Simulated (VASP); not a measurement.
# Zr in VASP: further runs

Zr is run at these levels: PBEsol; tasks: electric field gradients.

All numbers are computed with VASP 6.6.1; they aren't measurements. Logs are shortened: lines on timing, memory, paths and dates and some standing lists are left out, and cuts for length are marked.

### Step 1. The cell of the first run

The typed cell holds 2 atoms: a = 3.232 Å, b = 3.260 Å, c = 5.148 Å, α = 90.41°, β = 91.14°, γ = 120.85°.

### Step 2. Electric field gradients, PBEsol (equal xy, yz and zx shear strains of -2 %)

INCAR reads:

```
SYSTEM = Zr
  PREC = Accurate
  ENCUT = 520
  EDIFF = 1E-8
  ISMEAR = -1
  SIGMA = 0.08
  LREAL = .False.
  LASPH = .True.
  NELM = 60
  ALGO = Normal
  ISIF = 2
  LWAVE = .False.
  LCHARG = .False.
  GGA = PS
  LEFG = .True.
  NBANDS = 19
```

KPOINTS reads:

```
Automatic mesh
0
Gamma
  13 13 7
  0 0 0
```

POSCAR reads:

```
Zr
1.0
    3.2319982225     -0.0323199822     -0.0323199822
   -1.6439890369      2.8151525567     -0.0118299345
   -0.0514700000     -0.0514700000      5.1470000000
Zr
2
Direct
    0.3333333333      0.6666666667      0.2500000000
    0.6666666667      0.3333333333      0.7500000000
```

Potentials or basis: VASP PAW PBE potentials, release 64 (Zr_sv).

Run with:

```console
cat potpaw_PBE.64/Zr_sv/POTCAR > POTCAR
mpirun -np 1 vasp_std > vasp.out
```

OUTCAR:

```text
SYSTEM = Zr
   PREC = Accurate
   ENCUT = 520
   EDIFF = 1E-8
   ISMEAR = -1
   LREAL = .False.
   LASPH = .True.
   NELM = 60
   ISIF = 2
   GGA = PS

 ion  position               nearest neighbor table
   1  0.333  0.667  0.250-   2 3.13   2 3.15   2 3.18   2 3.20   2 3.21   2 3.21
   2  0.667  0.333  0.750-   1 3.13   1 3.15   1 3.18   1 3.20   1 3.21   1 3.21

  LATTYP: Found a triclinic cell.
 ALAT       =     3.2043532150
 B/A-ratio  =     1.0087281861
 C/A-ratio  =     1.6064130041
 COS(alpha) =     0.0198960208
 COS(beta)  =     0.0274156886
 COS(gamma) =     0.4869832430

  Lattice vectors:

 A1 = (   1.5880091856,   2.7828325745,  -0.0441499167)
 A2 = (   3.2319982225,  -0.0323199822,  -0.0323199822)
 A3 = (   0.0514700000,   0.0514700000,  -5.1470000000)

Analysis of symmetry for initial positions (statically):
=====================================================================
 Subroutine PRICEL returns:
 Original cell was already a primitive cell.

 Routine SETGRP: Setting up the symmetry group for a
 triclinic supercell.

 Subroutine GETGRP returns: Found  2 space group operations
 (whereof  2 operations were pure point group operations)
 out of a pool of  2 trial point group operations.

The static configuration has the point symmetry S_2 .

Analysis of symmetry for dynamics (positions and initial velocities):
=====================================================================
 Subroutine PRICEL returns:
 Original cell was already a primitive cell.

 Routine SETGRP: Setting up the symmetry group for a
 triclinic supercell.

 Subroutine GETGRP returns: Found  2 space group operations
 (whereof  2 operations were pure point group operations)
 out of a pool of  2 trial point group operations.

The dynamic configuration has the point symmetry S_2 .

 Subroutine INISYM returns: Found  2 space group operations
 (whereof  2 operations are pure point group operations),
 and found     1 'primitive' translations

----------------------------------------------------------------------------------------

                                     Primitive cell

  volume of cell :      46.5474

  direct lattice vectors                    reciprocal lattice vectors
     3.231998223 -0.032319982 -0.032319982     0.311273395  0.181797742  0.004930711
    -1.643989037  2.815152557 -0.011829935     0.003609531  0.357343593  0.003609531
    -0.051470000 -0.051470000  5.147000000     0.001962901  0.001962901  0.194327193

  length of vectors
     3.232321406  3.260049665  5.147514674     0.360507778  0.357380051  0.194347019

  position of ions in fractional coordinates (direct lattice)
     0.333333333  0.666666667  0.250000000
     0.666666667  0.333333333  0.750000000

  ion indices of the primitive-cell ions
   primitive index   ion index
                 1           1
                 2           2

----------------------------------------------------------------------------------------

 KPOINTS: Automatic mesh

Automatic generation of k-mesh.
 Grid dimensions read from file:
 generate k-points for:   13   13    7

 Generating k-lattice:

  Cartesian coordinates                     Fractional coordinates (reciprocal lattice)
     0.023944107  0.013984442  0.000379285     0.076923077  0.000000000 -0.000000000
     0.000277656  0.027487969  0.000277656     0.000000000  0.076923077  0.000000000
     0.000280414  0.000280414  0.027761028     0.000000000 -0.000000000  0.142857143

  Length of vectors
     0.027731368  0.027490773  0.027763860

  Shift w.r.t. Gamma in fractional coordinates (k-lattice)
     0.000000000  0.000000000  0.000000000

 Subroutine IBZKPT returns following result:
 ===========================================

 Found    592 irreducible k-points:

 Following reciprocal coordinates:
            Coordinates               Weight
  0.000000  0.000000  0.000000      1.000000
  0.076923  0.000000  0.000000      2.000000
  0.153846  0.000000  0.000000      2.000000
  0.230769  0.000000  0.000000      2.000000
  0.307692  0.000000  0.000000      2.000000
  0.384615  0.000000  0.000000      2.000000
[... 16 lines left out ...]
  0.153846  0.153846 -0.000000      2.000000
  0.230769  0.153846  0.000000      2.000000
 [... further k-points ...]
   k-points           NKPTS =    592   k-points in BZ     NKDIM =    592   number of bands    NBANDS=     19
   number of dos      NEDOS =    301   number of ions     NIONS =      2
   total plane-waves  NPLWV =  23040
   dimension x,y,z NGX =    24 NGY =   24 NGZ =   40
   dimension x,y,z NGXF=    48 NGYF=   48 NGZF=   80
   ions per type =               2
   NGX,Y,Z   is equivalent  to a cutoff of  12.34, 12.24, 12.92 a.u.
   NGXF,Y,Z  is equivalent  to a cutoff of  24.69, 24.48, 25.84 a.u.
 SYSTEM =  Zr
   PREC   = accura    normal or accurate (medium, high low for compatibility)
   ISTART =      0    job   : 0-new  1-cont  2-samecut
   ICHARG =      2    charge: 1-file 2-atom 10-const
   ISPIN  =      1    spin polarized calculation?
   LNONCOLLINEAR =      F non collinear calculations
   LSORBIT =      F    spin-orbit coupling
   LASPH  =      T    aspherical Exc in radial PAW
   ENCUT  =  520.0 eV  38.22 Ry    6.18 a.u.   6.01  6.06  9.57*2*pi/ulx,y,z
   NELM   =     60;   NELMIN=  2; NELMDL= -5     # of ELM steps
   EDIFF  = 0.1E-07   stopping-criterion for ELM
   LREAL  =      F    real-space projection
   EDIFFG = 0.1E-06   stopping-criterion for IOM
   NSW    =      0    number of steps for IOM
   IBRION =     -1    ionic relax: 0-MD 1-quasi-New 2-CG
   NFREE  =      0    steps in history (QN), initial steepest desc. (CG)
   ISIF   =      2    stress and relaxation
   ISYM   =      2    0-nonsym 1-usesym 2-fastsym
   POTIM  = 0.5000    time-step for ionic-motion
   TEBEG  =    0.0;   TEEND  =   0.0 temperature during run
   PSTRESS=    0.0 pullay stress
   NELECT =      24.0000    total number of electrons
   NUPDOWN=      -1.0000    fix difference up-down
   EMIN   =  10.00;   EMAX   =-10.00  energy-range for DOS
   EFERMI =   0.00;   METHOD = LEGACY
   ISMEAR =    -1;   SIGMA  =   0.08  broadening in eV -4-tet -1-fermi 0-gaus
   EFERMI_NEDOS =   21; number of points for ismear=-14 and -15
   IALGO  =     38    algorithm
   IMIX   =      4    mixing-type and parameters
     AMIX     =   0.40;   BMIX     =  1.00
     AMIX_MAG =   1.60;   BMIX_MAG =  1.00
  volume/ion in A,a.u.               =      23.27       157.06
  Fermi-wavevector in a.u.,A,eV,Ry     =   1.312744  2.480726 23.446868  1.723296
  Thomas-Fermi vector in A             =   2.443115
   LORBIT       =      0    0 simple, 1 ext, 2 COOP (PROOUT), +10 PAW based schemes
   GGA     = PS    functional components
   LHFCALC =     F    Hartree Fock is set to
   AEXX    =    0.0000 exact exchange contribution
   IVDW    =     0    specifies the selected vdW correction
   LEPSILON=     F    determine dielectric tensor
   LRPA    =     F    only Hartree local field effects (RPA)
 non-spin polarized calculation
  energy-cutoff  :      520.00
  volume of cell :       46.55
 maximum number of plane-waves:      1270
   NGX = 13   NGY = 13   NGZ = 19

 number of electron      24.0000000 magnetization

 Free energy of the ion-electron system (eV)
  ---------------------------------------------------
  ext. energy  EPLUGINS =         0.00000000
  ---------------------------------------------------
  free energy    TOTEN  =       -18.16187776 eV

  energy without entropy =      -18.11656208  energy(sigma->0) =      -18.13921992

 E-fermi :   8.8502     XC(G=0): -11.2030

 val. band max:        8.8500976302   @ k =  -0.3846  -0.1538   0.2857
 cond. band min:       8.8509750268   @ k =   0.3077   0.3077   0.2857
 fundamental gap:      0.0008773967
 Fermi energy:         8.8502142065

 k-point     1 :       0.0000    0.0000    0.0000
  band No.  band energies     occupation
      1     -39.8644      2.00000
      2     -39.7072      2.00000
      3     -18.4200      2.00000
      4     -17.5533      2.00000
      5     -17.5276      2.00000
      6     -17.4104      2.00000
[... 11 lines left out ...]
     18      11.0681      0.00000
     19      13.2606      0.00000
[... 485 lines left out ...]
 k-point    24 :       0.2308    0.1538    0.0000
  band No.  band energies     occupation
      1     -39.7618      2.00000
      2     -39.6744      2.00000
      3     -18.1198      2.00000
      4     -18.0153      2.00000
      5     -17.9575      2.00000
      6     -17.7077      2.00000
[... 11 lines left out ...]
     18      13.3357      0.00000
     19      13.8265      0.00000

 [... further k-points ...]

------------------------ aborting loop because EDIFF is reached ----------------------------------------

  FORCE on cell =-STRESS in cart. coord.  units (eV):
  Direction    XX          YY          ZZ          XY          YZ          ZX
  --------------------------------------------------------------------------------------
  -------------------------------------------------------------------------------------
  Total       -0.9981093     -0.9900583     -0.8173517      0.2687907      0.1475686      0.1487701
  in kB      -34.3552277    -34.0781111    -28.1334964      9.2518592      5.0793564      5.1207136
  external PRESSURE =     -32.1889451 kB  Pullay stress =       0.0000000 kB

 VOLUME and BASIS-vectors are now :
 -----------------------------------------------------------------------------
  energy-cutoff  :      520.00
  volume of cell :       46.55
      direct lattice vectors                 reciprocal lattice vectors
     3.231998223 -0.032319982 -0.032319982     0.311273395  0.181797742  0.004930711
    -1.643989037  2.815152557 -0.011829935     0.003609531  0.357343593  0.003609531
    -0.051470000 -0.051470000  5.147000000     0.001962901  0.001962901  0.194327193

 POSITION                                       TOTAL-FORCE (eV/Angst)
 -----------------------------------------------------------------------------------
     -0.03153      1.85313      1.26809         0.039946      0.001768      0.005834
      1.56807      0.87824      3.83476        -0.039946     -0.001768     -0.005834
 -----------------------------------------------------------------------------------
    total drift:                               -0.000000      0.000000     -0.000000

  FREE ENERGIE OF THE ION-ELECTRON SYSTEM (eV)
  ---------------------------------------------------
  free  energy   TOTEN  =       -18.1618777649 eV

  energy  without entropy=      -18.1165620822  energy(sigma->0) =      -18.13921992

 Electric field gradients (V/A^2)
---------------------------------------------------------------------
 ion       V_xx      V_yy      V_zz      V_xy      V_xz      V_yz
---------------------------------------------------------------------
   1     -21.058   -20.806    41.864     2.686     4.949     4.963
   2     -21.058   -20.806    41.864     2.686     4.949     4.963
---------------------------------------------------------------------

 Electric field gradients after diagonalization (V/A^2)
 (convention: |V_zz| > |V_xx| > |V_yy|)
----------------------------------------------------------------------
 ion       V_xx      V_yy      V_zz     asymmetry (V_yy - V_xx)/ V_zz
----------------------------------------------------------------------
   1     -23.621   -19.049    42.671       0.107
   2     -23.621   -19.049    42.671       0.107
----------------------------------------------------------------------

           NMR quadrupolar parameters

 Cq : quadrupolar parameter    Cq=e*Q*V_zz/h
 eta: asymmetry parameters     (V_yy - V_xx)/ V_zz
 Q  : nuclear electric quadrupole moment in mb (millibarn)
----------------------------------------------------------------------
 ion       Cq(MHz)       eta       Q (mb)
----------------------------------------------------------------------
   1       0.103       0.107       1.000
   2       0.103       0.107       1.000
----------------------------------------------------------------------
```

It took 9.1 min on 1 thread of Intel Xeon 8259CL, shared host; peak memory 0.5 GiB.

Results:

| Item | Value |
| --- | --- |
| Free energy | -18.1619 eV |
| Pressure | -3.2 GPa |
| Largest force | 0.040 eV/Å |
| Band gap on the k mesh | zero (bands 12 and 13 overlap by 1.26 eV) |
| Largest electric field gradient by atom | Zr +42.7 V/Å² |

Forces in eV/Å, atoms in the order of the input:
```
Zr   0.040  0.002  0.006
Zr  -0.040 -0.002 -0.006
```

Stress tensor (GPa, compression positive):
```
-3.44  0.93  0.51
 0.93 -3.41  0.51
 0.51  0.51 -2.81
```

Electric field gradients, principal values (V/Å²):
```csv
atom,least,middle,greatest (by size)
1 Zr,-19.049,-23.621,42.671
2 Zr,-19.049,-23.621,42.671
```

Caveat: the cell differs from its parent crystal (equal xy, yz and zx shear strains of -2 %); the cell stands under tension; without QUAD_EFG the Cq values of the log hold for a quadrupole moment of 1 mb, not for the nuclei; the PAW data sets were made with another functional, which shifts forces and pressure a little.

(Continued in part 2 of 3.)
